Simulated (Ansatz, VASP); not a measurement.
# Pb: VASP beside Ansatz

INCAR

```
PREC = Accurate
ENCUT = 520
EDIFF = 1E-6
ISMEAR = -5
SIGMA = 0.1
LREAL = F
LASPH = T
NELM = 60
ALGO = Normal
ISIF = 2
LWAVE = F
LCHARG = F
GGA = PE
NBANDS = 21
```

The input KPOINTS:

```
Automatic mesh
0
Gamma
  6 6 4
```

File POSCAR:

```
Pb
1.0
    3.0386068135     -1.7503199600      0.0000000000
    3.0386068135      1.7503199600      0.0000000000
   -2.1154626375      0.0000000000      6.0952248674
Pb
2
Direct
    0.0914915900      0.0914915900      0.2737078000
    0.9085084100      0.9085084100      0.7262922000
```

Input for Ansatz:

```yaml
crystal:
  lattice:
    - [3.0386068135, -1.75031996, 0.0]
    - [3.0386068135, 1.75031996, 0.0]
    - [-2.1154626375, 0.0, 6.0952248674]
  atoms:
    - { symbol: Pb, position: [0.09149159, 0.09149159, 0.2737078] }
    - { symbol: Pb, position: [0.90850841, 0.90850841, 0.7262922] }
basis:
  ecutwfc: 420
kpoints:
  mp_grid: { grid: [6, 6, 4] }
hamiltonian:
  xc: pbe
scf:
  occupations: { method: tetrahedron }
  convergence: { dr2_threshold: "1e-9 eV" }
output:
  forces: true
  stress: true
  eigenvalues: true
```

Alike in both runs: task single point; functional PBE; k mesh 6 × 6 × 4; occupations tetrahedron; no spin polarisation.

|  | VASP | Ansatz |
| --- | --- | --- |
| version | VASP 6.6.1 | Ansatz 0.2.0 |
| potentials or method | VASP PAW PBE potentials, release 64 (Pb_d), cutoff 520 eV | scalar-relativistic, plane waves, PAW |
| valence electrons in the cell | 28 | 28 |

VASP gave:

| Property | Result |
| --- | --- |
| gap on the k mesh at the Fermi level (eV) | none |
| pressure (GPa) | 1.2 |
| traceless stress, the component that is largest in VASP (GPa) | 1.22 |
| rms of the force components (eV/Å) | 0.043 |

Problem. What did Ansatz give for the same quantities?

Solution. gap on the k mesh at the Fermi level (eV): none; pressure (GPa): 1.2; traceless stress, the component that is largest in VASP (GPa): 1.23; rms of the force components (eV/Å): 0.041.

Atom by atom the forces differ by 0.002 eV/Å (rms over components). A gap of «none» marks a metal or a gap that the smearing closes. Ansatz's warnings: band table not solved further, stress scf threshold loose, tetrahedron derivatives may miss energy slope.

Spin-orbit coupling is off throughout.
